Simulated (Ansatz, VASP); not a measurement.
**One calculation of CuO, two programs**

```
Cu O
1.0
     1.91133   -2.06741    0.00000
     1.91133    2.06741    0.00000
     0.00000    0.00000    5.15593
Cu O
2 2
Direct
  0.50000 0.00000 0.00000
  0.00000 0.50000 0.50000
  0.50000 0.50000 0.25000
  0.50000 0.50000 0.75000
```

Alike in both runs: functional PBEsol; k mesh 8 × 8 × 5; occupations fermi-dirac, width 0.05 eV; no spin polarisation.

|  | VASP | Ansatz |
| --- | --- | --- |
| version | VASP 6.6.1 | Ansatz 0.2.0 |
| potentials or method | VASP PAW PBE potentials, release 64 (Cu_sv_GW, O) | Ansatz PAW |
| plane-wave cutoff (eV) | 700 | 420 |
| valence electrons in the cell | 50 | 50 |
| task | single point | band structure |

Ansatz gave:

| Item | Value |
| --- | --- |
| gap on the k mesh at the Fermi level (eV) | none |
| pressure (GPa) | 6.2 |
| traceless stress, the component that is largest in VASP (GPa) | -2.15 |

Q: What did VASP give for the same quantities?

A: gap on the k mesh at the Fermi level (eV): none; pressure (GPa): 3.4; traceless stress, the component that is largest in VASP (GPa): -2.07.

VASP's potentials were made for PBE, not for PBEsol. A gap of «none» marks a metal or a gap that the smearing closes. With one functional, cell and mesh, what is left measures potentials, basis and numerics.
